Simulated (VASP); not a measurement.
# WF (Cmcm) in VASP: a series of runs

The runs below take WF through single point, relaxation of cell and atoms, with PBE.

All numbers are computed with VASP 6.6.1; they aren't measurements. Logs are shortened: lines on timing, memory, paths and dates and some standing lists are left out, and cuts for length are marked.

### Step 1. The cell of the first run

It takes space group Cmcm (No. 63, orthorhombic). The conventional cell has a = 10.034 Å, b = 4.516 Å, c = 4.672 Å, α = 90.00°, β = 90.00°, γ = 90.00°. W (site symmetry m) has 4 F at 2.12 to 2.86 Å and 6 W at 2.70 to 2.87 Å within 2.9 Å. F (site symmetry m) has 4 W at 2.12 to 2.86 Å and 4 F at 2.24 to 2.43 Å within 2.9 Å.

The cell was built from a structure type or drawn by symmetry, and may not be a known phase.

### Step 2. Single point, PBE

File INCAR:

```
PREC     = Accurate       # precision mode
ENCUT    = 520            # plane-wave cutoff, eV
EDIFF    = 1E-6           # SCF threshold, eV
ISMEAR   = 0              # smearing method
SIGMA    = 0.1            # smearing width, eV
LREAL    = False          # projectors in reciprocal space
LASPH    = True           # aspherical terms in the spheres
NELM     = 100            # most SCF steps
ALGO     = Normal         # electronic algorithm
ISIF     = 2              # what is computed and relaxed
LWAVE    = False          # write WAVECAR
LCHARG   = True           # write CHGCAR
GGA      = PE             # functional
LELF     = True           # ELF
LVHAR    = True         
NBANDS   = 52             # bands
```

File KPOINTS:

```
Automatic mesh
0
Gamma
  10 10 8
```

File POSCAR:

```
WF
1.0
    5.0171583261     -2.2581875927      0.0000000000
    5.0171583261      2.2581875927      0.0000000000
    0.0000000000      0.0000000000      4.6719635623
W F
4 4
Direct
    0.1559418238      0.4922755519      0.2500000000
    0.5077244481      0.8440581762      0.2500000000
    0.8440581762      0.5077244481      0.7500000000
    0.4922755519      0.1559418238      0.7500000000
    0.7498502687      0.2501497313      0.9896006039
    0.2501497313      0.7498502687      0.0103993961
    0.7498502687      0.2501497313      0.5103993961
    0.2501497313      0.7498502687      0.4896006039
```

Potentials or basis: VASP PAW PBE potentials, release 64 (W_sv, F).

On the command line:

```bash
cat potpaw_PBE.64/W_sv/POTCAR potpaw_PBE.64/F/POTCAR > POTCAR
mpirun -np 1 vasp_std > vasp.out
```

OUTCAR:

```text
PREC = Accurate
   ENCUT = 520
   EDIFF = 1E-6
   ISMEAR = 0
   LREAL = False
   LASPH = True
   NELM = 100
   ISIF = 2
   GGA = PE

 ion  position               nearest neighbor table
   1  0.156  0.492  0.250-   6 2.12   8 2.12   2 2.70   2 2.70   4 2.79   4 2.79   3 2.87   3 2.87

   2  0.508  0.844  0.250-   6 2.12   8 2.12   1 2.70   1 2.70   3 2.79   3 2.79   4 2.87   4 2.87

   3  0.844  0.508  0.750-   5 2.12   7 2.12   4 2.70   4 2.70   2 2.79   2 2.79   1 2.87   1 2.87

   4  0.492  0.156  0.750-   5 2.12   7 2.12   3 2.70   3 2.70   1 2.79   1 2.79   2 2.87   2 2.87

   5  0.750  0.250  0.990-   3 2.12   4 2.12
   6  0.250  0.750  0.010-   1 2.12   2 2.12
   7  0.750  0.250  0.510-   3 2.12   4 2.12
   8  0.250  0.750  0.490-   1 2.12   2 2.12

  LATTYP: Found a base centered orthorhombic cell.
 ALAT       =     4.5163751854
 B/A-ratio  =     2.2217633036
 C/A-ratio  =     1.0344498343

  Lattice vectors:

 A1 = (  -5.0171583261,  -2.2581875927,   0.0000000000)
 A2 = (   5.0171583261,  -2.2581875927,   0.0000000000)
 A3 = (   0.0000000000,   0.0000000000,   4.6719635623)

Analysis of symmetry for initial positions (statically):
=====================================================================
 Subroutine PRICEL returns:
 Original cell was already a primitive cell.

 Routine SETGRP: Setting up the symmetry group for a
 base centered orthorhombic supercell.

 Subroutine GETGRP returns: Found  8 space group operations
 (whereof  4 operations were pure point group operations)
 out of a pool of  8 trial point group operations.

The static configuration has the point symmetry C_2h.
 The point group associated with its full space group is D_2h.

Analysis of symmetry for dynamics (positions and initial velocities):
=====================================================================
 Subroutine PRICEL returns:
 Original cell was already a primitive cell.

 Routine SETGRP: Setting up the symmetry group for a
 base centered orthorhombic supercell.

 Subroutine GETGRP returns: Found  8 space group operations
 (whereof  4 operations were pure point group operations)
 out of a pool of  8 trial point group operations.

The dynamic configuration has the point symmetry C_2h.
 The point group associated with its full space group is D_2h.

 Subroutine INISYM returns: Found  8 space group operations
 (whereof  4 operations are pure point group operations),
 and found     1 'primitive' translations

----------------------------------------------------------------------------------------

                                     Primitive cell

  volume of cell :     105.8637

  direct lattice vectors                    reciprocal lattice vectors
     5.017158326 -2.258187593  0.000000000     0.099658007 -0.221416503  0.000000000
     5.017158326  2.258187593  0.000000000     0.099658007  0.221416503  0.000000000
     0.000000000  0.000000000  4.671963562     0.000000000  0.000000000  0.214042765

  length of vectors
     5.501935012  5.501935012  4.671963562     0.242810597  0.242810597  0.214042765

  position of ions in fractional coordinates (direct lattice)
     0.155941824  0.492275552  0.250000000
     0.507724448  0.844058176  0.250000000
     0.844058176  0.507724448  0.750000000
     0.492275552  0.155941824  0.750000000
     0.749850269  0.250149731  0.989600604
     0.250149731  0.749850269  0.010399396
     0.749850269  0.250149731  0.510399396
     0.250149731  0.749850269  0.489600604

  ion indices of the primitive-cell ions
   primitive index   ion index
                 1           1
                 2           2
                 3           3
                 4           4
                 5           5
                 6           6
                 7           7
                 8           8

----------------------------------------------------------------------------------------

 KPOINTS: Automatic mesh

Automatic generation of k-mesh.
 Grid dimensions read from file:
 generate k-points for:   10   10    8

 Generating k-lattice:

[... 45 lines left out ...]
   NGX = 21   NGY = 21   NGZ = 17

 number of electron      84.0000005 magnetization

 Free energy of the ion-electron system (eV)
  ---------------------------------------------------
  ext. energy  EPLUGINS =         0.00000000
  ---------------------------------------------------
  free energy    TOTEN  =       -65.24951860 eV

  energy without entropy =      -65.22984225  energy(sigma->0) =      -65.23968043

 E-fermi :   7.5073     XC(G=0): -12.1195

 val. band max:        7.5031749802   @ k =   0.5000   0.2000   0.1250
 cond. band min:       7.5193321576   @ k =   0.4000   0.3000   0.3750
 fundamental gap:      0.0161571774
 Fermi energy:         7.5073186777

 k-point     1 :       0.0000    0.0000    0.0000
  band No.  band energies     occupation
      1     -66.8501      2.00000
      2     -66.7711      2.00000
      3     -66.7506      2.00000
      4     -66.7353      2.00000
      5     -31.4399      2.00000
      6     -31.3793      2.00000
[... 44 lines left out ...]
     51      10.7876      0.00000
     52      11.4453      0.00000

 k-point     2 :       0.1000    0.0000    0.0000
  band No.  band energies     occupation
      1     -66.8480      2.00000
      2     -66.7699      2.00000
      3     -66.7543      2.00000
      4     -66.7350      2.00000
      5     -31.4382      2.00000
      6     -31.3711      2.00000
[... 44 lines left out ...]
     51      10.8757      0.00000
     52      11.4266      0.00000

 k-point     3 :       0.2000    0.0000    0.0000
  band No.  band energies     occupation
      1     -66.8418      2.00000
      2     -66.7666      2.00000
      3     -66.7634      2.00000
      4     -66.7354      2.00000
      5     -31.4332      2.00000
      6     -31.3468      2.00000
[... 44 lines left out ...]
     51      10.9511      0.00000
     52      11.3246      0.00000
[... 1046 lines left out ...]
 k-point    23 :       0.3000    0.3000    0.0000
  band No.  band energies     occupation
      1     -66.8493      2.00000
      2     -66.7703      2.00000
      3     -66.7514      2.00000
      4     -66.7361      2.00000
      5     -31.3895      2.00000
      6     -31.3670      2.00000
[... 44 lines left out ...]
     51      10.7809      0.00000
     52      11.2384      0.00000

 k-point    24 :       0.4000    0.3000    0.0000
  band No.  band energies     occupation
      1     -66.8470      2.00000
      2     -66.7690      2.00000
      3     -66.7553      2.00000
      4     -66.7359      2.00000
      5     -31.3772      2.00000
      6     -31.3564      2.00000
[... 44 lines left out ...]
     51      10.8446      0.00000
     52      11.1510      0.00000

 [... further k-points ...]
[... 5 lines left out ...]
  --------------------------------------------------------------------------------------
  -------------------------------------------------------------------------------------
  Total        1.0365081     -0.0197205      0.3547877      0.0000000     -0.0000000      0.0000000
  in kB       15.6868594     -0.2984572      5.3694757      0.0000000     -0.0000000      0.0000000
  external PRESSURE =       6.9192926 kB  Pullay stress =       0.0000000 kB

 VOLUME and BASIS-vectors are now :
 -----------------------------------------------------------------------------
  energy-cutoff  :      520.00
  volume of cell :      105.86
      direct lattice vectors                 reciprocal lattice vectors
     5.017158326 -2.258187593  0.000000000     0.099658007 -0.221416503  0.000000000
     5.017158326  2.258187593  0.000000000     0.099658007  0.221416503  0.000000000
     0.000000000  0.000000000  4.671963562     0.000000000  0.000000000  0.214042765

 POSITION                                       TOTAL-FORCE (eV/Angst)
 -----------------------------------------------------------------------------------
      3.25221      0.75950      1.16799        -0.151388     -0.009187      0.000000
      6.78211      0.75950      1.16799         0.151388     -0.009187      0.000000
      6.78211     -0.75950      3.50397         0.151388      0.009187      0.000000
      3.25221     -0.75950      3.50397        -0.151388      0.009187      0.000000
      5.01716     -1.12842      4.62338        -0.000000     -0.027532      0.084837
      5.01716      1.12842      0.04859        -0.000000      0.027532     -0.084837
      5.01716     -1.12842      2.38457        -0.000000     -0.027532     -0.084837
      5.01716      1.12842      2.28740        -0.000000      0.027532      0.084837
 -----------------------------------------------------------------------------------
    total drift:                                0.000000     -0.000000     -0.000000

  FREE ENERGIE OF THE ION-ELECTRON SYSTEM (eV)
  ---------------------------------------------------
  free  energy   TOTEN  =       -65.2495186004 eV

  energy  without entropy=      -65.2298422518  energy(sigma->0) =      -65.23968043
```

It took 11 min on 1 thread of Intel Xeon Platinum 8488C (Sapphire Rapids), shared host; peak memory 0.67 GiB.

What came out:

- Free energy: -65.2495 eV
- Pressure: 0.7 GPa
- Largest force: 0.152 eV/Å
- Band gap on the k mesh: zero (bands 42 and 43 overlap by 0.70 eV)

Forces on the atoms (eV/Å):
```
W   -0.151 -0.009  0.000
W    0.151 -0.009  0.000
W    0.151  0.009  0.000
W   -0.151  0.009  0.000
F    0.000 -0.028  0.085
F    0.000  0.028 -0.085
F    0.000 -0.028 -0.085
F    0.000  0.028  0.085
```

Levels at points of the mesh, in eV from the Fermi level:
```tsv
k point	band 40	band 41	band 42	band 43	band 44	band 45
(0.00, 0.00, 0.00)	-0.48	-0.14	0.42	0.52	1.33	1.80
(0.50, 0.00, 0.00)	-1.07	-0.79	-0.47	-0.15	0.22	1.85
(0.50, 0.50, 0.00)	-0.56	-0.53	-0.23	0.12	1.24	1.62
(0.00, 0.00, 0.50)	-1.61	-1.40	-1.40	0.95	0.95	1.98
(0.50, 0.00, 0.50)	-1.54	0.14	0.14	0.50	0.50	1.67
(0.50, 0.50, 0.50)	-1.36	-1.36	-1.36	0.42	0.42	1.66
```

Caveat: spin-orbit coupling is left out, which moves the levels of the heavy elements.

### Step 3. Single point, PBE

File INCAR:

```
SYSTEM = WF
PREC     = Accurate       ! precision mode
ENCUT    = 520            ! plane-wave cutoff, eV
EDIFF    = 1E-7           ! SCF threshold, eV
ISMEAR   = 0              ! smearing method
SIGMA    = 0.1            ! smearing width, eV
LREAL    = .FALSE.        ! projectors in reciprocal space
LASPH    = .TRUE.         ! aspherical terms in the spheres
NELM     = 100            ! most SCF steps
ALGO     = Normal         ! electronic algorithm
ISIF     = 2              ! what is computed and relaxed
LWAVE    = .FALSE.        ! write WAVECAR
LCHARG   = .FALSE.        ! write CHGCAR
GGA      = PE             ! functional
NBANDS   = 52             ! bands
```

File KPOINTS:

```
Automatic mesh
0
G
  4 4 4
  0 0 0
```

File POSCAR:

```
WF
1.0
    5.0161836475     -2.2579878375      0.0000000000
    5.0161836475      2.2579878375      0.0000000000
    0.0000000000      0.0000000000      4.6722052221
W F
4 4
Direct
    0.1561394770      0.4919168609      0.2500000000
    0.5080831391      0.8438605230      0.2500000000
    0.8438605230      0.5080831391      0.7500000000
    0.4919168609      0.1561394770      0.7500000000
    0.7498446683      0.2501553317     -0.0104568983
    0.2501553317      0.7498446683      0.0104568983
    0.7498446683      0.2501553317      0.5104568983
    0.2501553317      0.7498446683      0.4895431017
```

Potentials or basis: VASP PAW PBE potentials, release 64 (W_sv, F).

On the command line:

```bash
cat potpaw_PBE.64/W_sv/POTCAR potpaw_PBE.64/F/POTCAR > POTCAR
mpirun -np 1 vasp_std > vasp.out
```

It took 2.1 min on 1 thread of Intel Xeon 6975P-C (Granite Rapids), shared host; peak memory 0.27 GiB.

It converged, with:

* Free energy: -65.2638 eV
* Pressure: 0.8 GPa
* Largest force: 0.142 eV/Å
* Band gap on the k mesh: zero (bands 42 and 43 overlap by 0.65 eV)

Forces on the atoms (eV/Å):
```
W   -0.141 -0.017  0.000
W    0.141 -0.017  0.000
W    0.141  0.017  0.000
W   -0.141  0.017  0.000
F    0.000 -0.029  0.088
F    0.000  0.029 -0.088
F    0.000 -0.029 -0.088
F    0.000  0.029  0.088
```

Stress tensor (GPa, compression positive):
```
 1.94  0.00  0.00
 0.00 -0.21  0.00
 0.00  0.00  0.68
```

Levels at points of the mesh, in eV from the Fermi level:
| k point | band 40 | band 41 | band 42 | band 43 | band 44 | band 45 |
| --- | --- | --- | --- | --- | --- | --- |
| (0.00, 0.00, 0.00) | -0.50 | -0.16 | 0.40 | 0.51 | 1.31 | 1.78 |
| (0.50, 0.00, 0.00) | -1.09 | -0.81 | -0.48 | -0.16 | 0.21 | 1.83 |
| (0.50, 0.50, 0.00) | -0.58 | -0.55 | -0.26 | 0.11 | 1.21 | 1.60 |
| (0.00, 0.00, 0.50) | -1.63 | -1.42 | -1.42 | 0.94 | 0.94 | 1.97 |
| (0.50, 0.00, 0.50) | -1.56 | 0.12 | 0.12 | 0.48 | 0.48 | 1.66 |
| (0.50, 0.50, 0.50) | -1.38 | -1.37 | -1.37 | 0.41 | 0.41 | 1.65 |

Caveat: the k points lie up to 0.38 Å⁻¹ apart, too coarse for converged energies and pressures of a metal; spin-orbit coupling is left out, which moves the levels of the heavy elements.

### Step 4. Relaxation of cell and atoms, PBE

This run uses another cell than the first one, of 15.48 Å³/atom.

File INCAR:

```
ALGO = Normal
EDIFF = 1E-6
EDIFFG = -0.04
ENCUT = 600
GGA = PE
IBRION = 2
ISIF = 3
ISMEAR = 0
LASPH = T
LCHARG = F
LREAL = F
LWAVE = F
NELM = 60
NSW = 90
PREC = Accurate
SIGMA = 0.1
```

File KPOINTS:

```
k-points
0
Gamma
  4 4 4
```

File POSCAR:

```
WF
1.0
    3.4199050152     -3.9222766937      0.0000000000
    3.4199050152      3.9222766937      0.0000000000
    0.0000000000      0.0000000000      4.6158508096
W F
4 4
Direct
    0.0898007717      0.4231341051      0.2500000000
    0.5768658949      0.9101992283      0.2500000000
    0.9101992283      0.5768658949      0.7500000000
    0.4231341051      0.0898007717      0.7500000000
    0.8750000000      0.1250000000      0.0000000000
    0.1250000000      0.8750000000      0.0000000000
    0.8750000000      0.1250000000      0.5000000000
    0.1250000000      0.8750000000      0.5000000000
```

On the command line:

```bash
cat potpaw_PBE.64/W_sv/POTCAR potpaw_PBE.64/F/POTCAR > POTCAR
mpirun -np 1 vasp_std > vasp.out
```

Wall time 57 min (1 thread of Intel Xeon 6975P-C (Granite Rapids), shared host); peak memory 0.35 GiB.

It converged, with:

```
Free energy                           : -64.4628 eV
Relaxed volume                        : 13.01 Å³/atom
Relaxed cell                          : a = 5.367 Å, b = 5.367 Å, c = 4.697 Å, α = 90.00°, β = 90.00°, γ = 50.30°
Space group after relaxing (to 0.1 Å) : Cmcm (No. 63)
Energy gained by relaxing             : 1366.2 meV/atom
Ionic steps                           : 48
Pressure after relaxing               : 0.0 GPa
Largest force after relaxing          : 0.016 eV/Å
Band gap on the k mesh                : zero (bands 42 and 43 overlap by 0.76 eV)
```

Forces on the atoms (eV/Å):
```
W    0.016  0.004  0.000
W   -0.016  0.004  0.000
W   -0.016 -0.004  0.000
W    0.016 -0.004  0.000
F    0.000 -0.005 -0.007
F    0.000  0.005  0.007
F    0.000 -0.005  0.007
F    0.000  0.005 -0.007
```

Stress tensor (GPa, compression positive):
```
-0.13  0.00  0.00
 0.00  0.38  0.00
 0.00  0.00 -0.20
```

The path:
| step | energy change (eV) | largest force (eV/Å) | pressure (GPa) | volume (Å³) |
| --- | --- | --- | --- | --- |
| 1 | 0.0000 | 2.6583 | -0.93 | 123.83 |
| 3 | -1.3446 | 1.7889 | 0.59 | 121.49 |
| 5 | -1.8598 | 0.8183 | -8.35 | 125.47 |
| 7 | -2.8919 | 1.0743 | 4.45 | 115.15 |
| 9 | -3.2043 | 2.2495 | 11.62 | 111.91 |
| 11 | -3.8857 | 5.0403 | 22.91 | 107.85 |
| 13 | -3.9549 | 7.8765 | 32.46 | 103.84 |
| 15 | -5.6984 | 4.7025 | 15.39 | 108.32 |
| 17 | -6.5018 | 1.4279 | -3.26 | 113.73 |
| 19 | -6.8088 | 1.2079 | -2.03 | 112.32 |
| 21 | -7.3505 | 0.8328 | 7.33 | 106.05 |
| 23 | -7.6394 | 1.3751 | -1.88 | 109.65 |
| 25 | -8.6354 | 2.1847 | -5.65 | 111.40 |
| 27 | -8.8067 | 3.0011 | -7.69 | 112.01 |
| 29 | -9.8108 | 3.4338 | -4.56 | 109.17 |
| 31 | -9.9496 | 3.5321 | -3.61 | 108.19 |
| 33 | -10.4689 | 2.1618 | -0.14 | 106.10 |
| 35 | -10.6098 | 0.9177 | 2.48 | 105.24 |
| 37 | -10.7484 | 0.4595 | -4.55 | 107.57 |
| 39 | -10.8578 | 0.4172 | 1.81 | 104.13 |
| 41 | -10.8870 | 0.4335 | 0.52 | 103.93 |
| 43 | -10.9202 | 0.2227 | -1.46 | 104.56 |
| 45 | -10.9275 | 0.1420 | 0.45 | 103.83 |
| 47 | -10.9290 | 0.0268 | 0.04 | 103.98 |
| 48 | -10.9298 | 0.0160 | 0.02 | 104.07 |

Final structure:
```
W F
1.0
     4.85802   -2.28058    0.00000
     4.85802    2.28058    0.00000
     0.00000    0.00000    4.69670
W F
4 4
Direct
  0.15444 0.48962 0.25000
  0.51038 0.84556 0.25000
  0.84556 0.51038 0.75000
  0.48962 0.15444 0.75000
  0.75048 0.24952 0.99160
  0.24952 0.75048 0.00840
  0.75048 0.24952 0.50840
  0.24952 0.75048 0.49160
```

Levels at points of the mesh, in eV from the Fermi level:
```tsv
k point	band 40	band 41	band 42	band 43	band 44	band 45
(0.00, 0.00, 0.00)	-0.76	-0.43	0.49	0.63	1.38	1.84
(0.50, 0.00, 0.00)	-1.04	-0.94	-0.56	-0.27	0.03	1.76
(0.50, 0.50, 0.00)	-0.84	-0.51	-0.48	0.20	1.10	1.38
(0.00, 0.00, 0.50)	-1.76	-1.39	-1.39	1.03	1.03	1.68
(0.50, 0.00, 0.50)	-1.73	0.05	0.05	0.50	0.50	1.75
(0.50, 0.50, 0.50)	-1.45	-1.36	-1.36	0.30	0.30	1.61
```

Caveat: the volume moved by over 15 % at a fixed basis, so the end points are rough; spin-orbit coupling is left out, which moves the levels of the heavy elements.

### Step 5. Overview

| task | cell | k mesh | cutoff (eV) | gap on the mesh (eV) | pressure (GPa) | largest force (eV/Å) |
| --- | --- | --- | --- | --- | --- | --- |
| single point | a = 5.502, b = 5.502, c = 4.672 Å, angles 90.0, 90.0, 48.5°, 8 atoms, atomic positions A | 10 × 10 × 8 | 520 | none | 0.7 | 0.15 |
| single point | a = 5.501, b = 5.501, c = 4.672 Å, angles 90.0, 90.0, 48.5°, 8 atoms, atomic positions A | 4 × 4 × 4 | 520 | none | 0.8 | 0.14 |
| relaxation of cell and atoms | relaxed from a = 5.204, b = 5.204, c = 4.616 Å, angles 90.0, 90.0, 97.8°, 8 atoms, atomic positions B | 4 × 4 × 4 | 600 | none | 0.0 | 0.02 |

Alike in all rows: level PBE; potentials or basis VASP PAW PBE potentials, release 64 (W_sv, F); no spin polarisation; smearing gaussian 0.1 eV.

Caveats: some runs use coarse meshes; spin-orbit coupling is left out, which moves the levels of the heavy elements; the volume moved by over 15 % at a fixed basis, so the end points are rough (at least some runs).

Absolute energies hang on the potentials; compare differences alone.
